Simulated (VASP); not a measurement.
# In2O (I4/mmm) in VASP: notebook

In2O is run at these levels: PBE; tasks: single point.

All numbers are computed with VASP 6.6.1; they aren't measurements. Logs are shortened: lines on timing, memory, paths and dates and some standing lists are left out, and cuts for length are marked.

### 1 The cell of the first run

It takes space group I4/mmm (No. 139, tetragonal). The conventional cell has a = 4.158 Å, b = 4.158 Å, c = 6.820 Å, α = 90.00°, β = 90.00°, γ = 90.00°. Within 1.7 Å of In (site symmetry 4mm) lie 1 In at 1.27 Å. Within 3.7 Å of O (site symmetry 4/mmm) lie 10 In at 2.78 to 3.01 Å.

### 2 Single point, PBE

The input, INCAR:

```
SYSTEM = In2O
ALGO = Normal ; EDIFF = 1E-6
ENCUT = 520 ; GGA = PE
ISIF = 2 ; ISMEAR = 0
LASPH = .True. ; LCHARG = .True.
LELF = .True. ; LREAL = .False.
LVHAR = .True. ; LWAVE = .False.
NBANDS = 23 ; NELM = 100
PREC = Accurate ; SIGMA = 0.1
```

The input, KPOINTS:

```
k-points
0
Gamma
  6 6 6
  0 0 0
```

The input, POSCAR:

```
In2O
1.0
   -2.0791423999      2.0791423999      3.4100073293
    2.0791423999     -2.0791423999      3.4100073293
    2.0791423999      2.0791423999     -3.4100073293
In O
2 1
Direct
    0.5930000000      0.5930000000      0.0000000000
    0.4070000000      0.4070000000      0.0000000000
    0.0000000000      0.0000000000      0.0000000000
```

Potentials or basis: VASP PAW PBE potentials, release 64 (In_d, O).

Run with:

```
cat potpaw_PBE.64/In_d/POTCAR potpaw_PBE.64/O/POTCAR > POTCAR
mpirun -np 1 vasp_std > vasp.out
```

OUTCAR:

```text
SYSTEM = In2O
   EDIFF = 1E-6
   ENCUT = 520
   GGA = PE
   ISIF = 2
   ISMEAR = 0
   LASPH = .True.
   LREAL = .False.
   NELM = 100
   PREC = Accurate

 ion  position               nearest neighbor table
   1  0.593  0.593  0.000-   2 1.27   3 2.78   2 3.64   2 3.64   2 3.64   2 3.64
   2  0.407  0.407  0.000-   1 1.27   3 2.78   1 3.64   1 3.64   1 3.64   1 3.64
   3  0.000  0.000  0.000-   1 2.78   2 2.78

 -----------------------------------------------------------------------------
|                                                                             |
|           W    W    AA    RRRRR   N    N  II  N    N   GGGG   !!!           |
|           W    W   A  A   R    R  NN   N  II  NN   N  G    G  !!!           |
|           W    W  A    A  R    R  N N  N  II  N N  N  G       !!!           |
|           W WW W  AAAAAA  RRRRR   N  N N  II  N  N N  G  GGG   !            |
|           WW  WW  A    A  R   R   N   NN  II  N   NN  G    G                |
|           W    W  A    A  R    R  N    N  II  N    N   GGGG   !!!           |
|                                                                             |
|     The distance between some ions is very small. Please check the          |
|     nearest-neighbor list in the OUTCAR file.                               |
|     I HOPE YOU KNOW WHAT YOU ARE DOING!                                     |
|                                                                             |
 -----------------------------------------------------------------------------

  LATTYP: Found a body centered tetragonal cell.
 ALAT       =     4.1582847998
 C/A-ratio  =     1.6401028277

  Lattice vectors:

 A1 = (  -2.0791423999,   2.0791423999,   3.4100073293)
 A2 = (   2.0791423999,  -2.0791423999,   3.4100073293)
 A3 = (   2.0791423999,   2.0791423999,  -3.4100073293)

Analysis of symmetry for initial positions (statically):
=====================================================================
 Subroutine PRICEL returns:
 Original cell was already a primitive cell.

 Routine SETGRP: Setting up the symmetry group for a
 body centered tetragonal supercell.

 Subroutine GETGRP returns: Found 16 space group operations
 (whereof 16 operations were pure point group operations)
 out of a pool of 16 trial point group operations.

The static configuration has the point symmetry D_4h.

Analysis of symmetry for dynamics (positions and initial velocities):
=====================================================================
 Subroutine PRICEL returns:
 Original cell was already a primitive cell.

 Routine SETGRP: Setting up the symmetry group for a
 body centered tetragonal supercell.

 Subroutine GETGRP returns: Found 16 space group operations
 (whereof 16 operations were pure point group operations)
 out of a pool of 16 trial point group operations.

The dynamic configuration has the point symmetry D_4h.

 Subroutine INISYM returns: Found 16 space group operations
 (whereof 16 operations are pure point group operations),
 and found     1 'primitive' translations

----------------------------------------------------------------------------------------

                                     Primitive cell

  volume of cell :      58.9636

  direct lattice vectors                    reciprocal lattice vectors
    -2.079142400  2.079142400  3.410007329     0.000000000  0.240483769  0.146627251
     2.079142400 -2.079142400  3.410007329     0.240483769  0.000000000  0.146627251
     2.079142400  2.079142400 -3.410007329     0.240483769  0.240483769  0.000000000

  length of vectors
     4.502645469  4.502645469  4.502645469     0.281659358  0.281659358  0.340095407

  position of ions in fractional coordinates (direct lattice)
     0.593000000  0.593000000  0.000000000
     0.407000000  0.407000000  0.000000000
     0.000000000  0.000000000  0.000000000

  ion indices of the primitive-cell ions
   primitive index   ion index
                 1           1
                 2           2
                 3           3

----------------------------------------------------------------------------------------

 KPOINTS: k-points

Automatic generation of k-mesh.
 Grid dimensions read from file:
 generate k-points for:    6    6    6

 Generating k-lattice:

  Cartesian coordinates                     Fractional coordinates (reciprocal lattice)
     0.000000000  0.040080628  0.024437875     0.166666667  0.000000000  0.000000000
     0.040080628  0.000000000  0.024437875     0.000000000  0.166666667  0.000000000
     0.040080628  0.040080628  0.000000000     0.000000000  0.000000000  0.166666667

  Length of vectors
     0.046943226  0.046943226  0.056682568

  Shift w.r.t. Gamma in fractional coordinates (k-lattice)
     0.000000000  0.000000000  0.000000000

 Subroutine IBZKPT returns following result:
 ===========================================

 Found     30 irreducible k-points:

 Following reciprocal coordinates:
            Coordinates               Weight
  0.000000  0.000000  0.000000      1.000000
  0.166667  0.000000  0.000000      8.000000
  0.333333 -0.000000  0.000000      8.000000
  0.500000 -0.000000  0.000000      4.000000
  0.166667  0.166667  0.000000      8.000000
  0.333333  0.166667  0.000000     16.000000
[... 16 lines left out ...]
 -0.333333 -0.333333  0.166667      8.000000
 -0.166667 -0.333333  0.166667      8.000000
 [... further k-points ...]
   k-points           NKPTS =     30   k-points in BZ     NKDIM =     30   number of bands    NBANDS=     23
   number of dos      NEDOS =    301   number of ions     NIONS =      3
   total plane-waves  NPLWV =  46656
   dimension x,y,z NGX =    36 NGY =   36 NGZ =   36
   dimension x,y,z NGXF=    72 NGYF=   72 NGZF=   72
   ions per type =               2   1
   NGX,Y,Z   is equivalent  to a cutoff of  13.29, 13.29, 13.29 a.u.
   NGXF,Y,Z  is equivalent  to a cutoff of  26.58, 26.58, 26.58 a.u.
 SYSTEM =  In2O
   PREC   = accura    normal or accurate (medium, high low for compatibility)
   ISTART =      0    job   : 0-new  1-cont  2-samecut
   ICHARG =      2    charge: 1-file 2-atom 10-const
   ISPIN  =      1    spin polarized calculation?
   LNONCOLLINEAR =      F non collinear calculations
   LSORBIT =      F    spin-orbit coupling
   LASPH  =      T    aspherical Exc in radial PAW
   ENCUT  =  520.0 eV  38.22 Ry    6.18 a.u.   8.37  8.37  8.37*2*pi/ulx,y,z
   NELM   =    100;   NELMIN=  2; NELMDL= -5     # of ELM steps
   EDIFF  = 0.1E-05   stopping-criterion for ELM
   LREAL  =      F    real-space projection
   EDIFFG = 0.1E-04   stopping-criterion for IOM
   NSW    =      0    number of steps for IOM
   IBRION =     -1    ionic relax: 0-MD 1-quasi-New 2-CG
   NFREE  =      0    steps in history (QN), initial steepest desc. (CG)
   ISIF   =      2    stress and relaxation
   ISYM   =      2    0-nonsym 1-usesym 2-fastsym
   POTIM  = 0.5000    time-step for ionic-motion
   TEBEG  =    0.0;   TEEND  =   0.0 temperature during run
   PSTRESS=    0.0 pullay stress
   NELECT =      32.0000    total number of electrons
   NUPDOWN=      -1.0000    fix difference up-down
   EMIN   =  10.00;   EMAX   =-10.00  energy-range for DOS
   EFERMI =   0.00;   METHOD = LEGACY
   ISMEAR =     0;   SIGMA  =   0.10  broadening in eV -4-tet -1-fermi 0-gaus
   EFERMI_NEDOS =   21; number of points for ismear=-14 and -15
   IALGO  =     38    algorithm
   IMIX   =      4    mixing-type and parameters
     AMIX     =   0.40;   BMIX     =  1.00
     AMIX_MAG =   1.60;   BMIX_MAG =  1.00
  volume/ion in A,a.u.               =      19.65       132.64
  Fermi-wavevector in a.u.,A,eV,Ry     =   1.335355  2.523456 24.261559  1.783174
  Thomas-Fermi vector in A             =   2.464066
   LORBIT       =      0    0 simple, 1 ext, 2 COOP (PROOUT), +10 PAW based schemes
   GGA     = PE    functional components
   LHFCALC =     F    Hartree Fock is set to
   AEXX    =    0.0000 exact exchange contribution
   IVDW    =     0    specifies the selected vdW correction
   LEPSILON=     F    determine dielectric tensor
   LRPA    =     F    only Hartree local field effects (RPA)
 non-spin polarized calculation
 Gauss-broadening in eV      SIGMA  =   0.10
  energy-cutoff  :      520.00
  volume of cell :       58.96
 maximum number of plane-waves:      1613
 NGX is ok and might be reduce to    36
   NGX = 17   NGY = 17   NGZ = 17

 number of electron      32.0000005 magnetization

 Free energy of the ion-electron system (eV)
  ---------------------------------------------------
  ext. energy  EPLUGINS =         0.00000000
  ---------------------------------------------------
  free energy    TOTEN  =        27.73570551 eV

  energy without entropy =       27.74533774  energy(sigma->0) =       27.74052163

 E-fermi :   7.5035     XC(G=0): -10.1860

 val. band max:        7.4992475571   @ k =  -0.3333   0.3333   0.1667
 cond. band min:       7.5496936377   @ k =  -0.3333   0.5000   0.1667
 fundamental gap:      0.0504460806
 Fermi energy:         7.5034950748

 k-point     1 :       0.0000    0.0000    0.0000
  band No.  band energies     occupation
      1     -22.0713      2.00000
      2     -21.6877      2.00000
      3     -21.6877      2.00000
      4     -15.5352      2.00000
      5     -14.7118      2.00000
      6     -14.6884      2.00000
[... 15 lines left out ...]
     22      13.3648      0.00000
     23      14.2804      0.00000

 k-point     2 :       0.1667    0.0000    0.0000
  band No.  band energies     occupation
      1     -22.0724      2.00000
      2     -21.6905      2.00000
      3     -21.6897      2.00000
      4     -15.5315      2.00000
      5     -14.7090      2.00000
      6     -14.6868      2.00000
[... 15 lines left out ...]
     22      13.9241      0.00000
     23      16.2039      0.00000
[... 544 lines left out ...]
     22      15.8235      0.00000
     23      18.4263      0.00000

 k-point    24 :      -0.1667   -0.3333    0.1667
  band No.  band energies     occupation
      1     -22.0791      2.00000
      2     -21.6967      2.00000
      3     -21.6959      2.00000
      4     -15.5235      2.00000
      5     -14.7195      2.00000
      6     -14.6733      2.00000
[... 15 lines left out ...]
     22      15.1784      0.00000
     23      18.0597      0.00000

 [... further k-points ...]

------------------------ aborting loop because EDIFF is reached ----------------------------------------

  FORCE on cell =-STRESS in cart. coord.  units (eV):
  Direction    XX          YY          ZZ          XY          YZ          ZX
  --------------------------------------------------------------------------------------
  -------------------------------------------------------------------------------------
  Total       -3.5276245     -3.5276245     70.2030484      0.0000000     -0.0000000      0.0000000
  in kB      -95.8537602    -95.8537602   1907.5800834      0.0000000     -0.0000000      0.0000000
  external PRESSURE =     571.9575210 kB  Pullay stress =       0.0000000 kB

 VOLUME and BASIS-vectors are now :
 -----------------------------------------------------------------------------
  energy-cutoff  :      520.00
  volume of cell :       58.96
      direct lattice vectors                 reciprocal lattice vectors
    -2.079142400  2.079142400  3.410007329     0.000000000  0.240483769  0.146627251
     2.079142400 -2.079142400  3.410007329     0.240483769  0.000000000  0.146627251
     2.079142400  2.079142400 -3.410007329     0.240483769  0.240483769  0.000000000

 POSITION                                       TOTAL-FORCE (eV/Angst)
 -----------------------------------------------------------------------------------
      0.00000      0.00000      4.04427        -0.000000     -0.000000     56.840051
      0.00000      0.00000      2.77575        -0.000000     -0.000000    -56.840051
      0.00000      0.00000      0.00000         0.000000      0.000000      0.000000
 -----------------------------------------------------------------------------------
    total drift:                               -0.000000     -0.000000      0.000000

  FREE ENERGIE OF THE ION-ELECTRON SYSTEM (eV)
  ---------------------------------------------------
  free  energy   TOTEN  =        27.7357055138 eV

  energy  without entropy=       27.7453377432  energy(sigma->0) =       27.74052163
```

It took 2.8 min on 1 thread of Intel Xeon 8259CL, shared host; peak memory 0.22 GiB.

Results:

* Free energy: 27.7357 eV
* Pressure: 57.2 GPa
* Largest force: 56.840 eV/Å
* Band gap on the k mesh: zero (bands 16 and 17 overlap by 2.09 eV)

Forces on the atoms (eV/Å):
```
In    0.000   0.000  56.840
In    0.000   0.000 -56.840
O     0.000   0.000   0.000
```

Stress tensor (GPa, compression positive):
```
 -9.59   0.00   0.00
  0.00  -9.59   0.00
  0.00   0.00 190.76
```

Levels at points of the mesh, in eV from the Fermi level:
```tsv
k point	band 13	band 14	band 15	band 16	band 17	band 18	band 19	band 20
(0.00, 0.00, 0.00)	-3.14	-3.14	-2.87	1.93	2.46	2.46	4.41	4.49
(0.50, 0.00, 0.00)	-3.51	-3.14	-2.79	-0.89	0.18	0.49	3.86	6.95
(0.50, 0.50, 0.00)	-5.22	-4.17	-3.91	0.39	0.80	1.15	1.65	5.25
(0.50, 0.50, 0.50)	-5.27	-3.85	-3.85	-0.11	1.34	1.34	3.44	5.97
```

Caveat: atoms lie so close that the PAW spheres overlap strongly, which falsifies energies and pressures; the stress differs along the axes, from -10 to 191 GPa; spin-orbit coupling is left out, which moves the levels of the heavy elements; forces of over 1 eV/Å act on the atoms, so gaps and moduli don't describe the material at rest.

### 3 Single point, PBE

This run uses another cell than the first one, of 29.36 Å³/atom.

The input, INCAR:

```
  PREC = Accurate
  ENCUT = 520
  EDIFF = 1E-6
  ISMEAR = 0
  SIGMA = 0.1
  LREAL = F
  LASPH = T
  NELM = 100
  ALGO = Normal
  ISIF = 2
  LWAVE = F
  LCHARG = F
  GGA = PE
  NBANDS = 23
```

The input, KPOINTS:

```
Automatic mesh
0
Gamma
  6 6 6
```

The input, POSCAR:

```
In2O
1.0
   -2.3710693158      2.3710693158      3.9170140024
    2.3710693158     -2.3710693158      3.9170140024
    2.3710693158      2.3710693158     -3.9170140024
In O
2 1
Direct
    0.7394489976      0.7394489976      0.0000000000
    0.2605510024      0.2605510024      0.0000000000
    0.0000000000      0.0000000000      0.0000000000
```

Potentials or basis: VASP PAW PBE potentials, release 64 (In_d, O).

Run with:

```
cat potpaw_PBE.64/In_d/POTCAR potpaw_PBE.64/O/POTCAR > POTCAR
mpirun -np 1 vasp_std > vasp.out
```

Run time: 2.2 min. Hardware: 1 thread of Intel Xeon 8259CL, shared host; peak memory 0.26 GiB.

Results (log left out):

| Property | Result |
| --- | --- |
| Free energy | -11.0350 eV |
| Pressure | -0.1 GPa |
| Largest force | 0.076 eV/Å |
| Band gap on the k mesh | zero (bands 16 and 17 overlap by 1.50 eV) |

Forces on the atoms (eV/Å):
```
In   0.000  0.000 -0.076
In   0.000  0.000  0.076
O    0.000  0.000  0.000
```

Stress tensor (GPa, compression positive):
```
-0.25  0.00  0.00
 0.00 -0.25  0.00
 0.00  0.00  0.30
```

Levels at points of the mesh, in eV from the Fermi level:
| k point | band 13 | band 14 | band 15 | band 16 | band 17 | band 18 | band 19 | band 20 |
| --- | --- | --- | --- | --- | --- | --- | --- | --- |
| (0.00, 0.00, 0.00) | -4.51 | -1.90 | -1.90 | 1.27 | 1.34 | 1.34 | 4.71 | 5.97 |
| (0.50, 0.00, 0.00) | -3.41 | -2.90 | -2.07 | -1.06 | 2.80 | 3.07 | 3.11 | 3.96 |
| (0.50, 0.50, 0.00) | -3.36 | -3.20 | -2.03 | -0.65 | -0.10 | 0.52 | 3.86 | 5.65 |
| (0.50, 0.50, 0.50) | -2.47 | -2.47 | -1.73 | -1.06 | 1.93 | 1.93 | 2.94 | 4.53 |

Caveat: spin-orbit coupling is left out, which moves the levels of the heavy elements.

(Part 1 of 2 ends here.)

The gap in the log of VASP goes by the Fermi energy; the results here count the filled bands.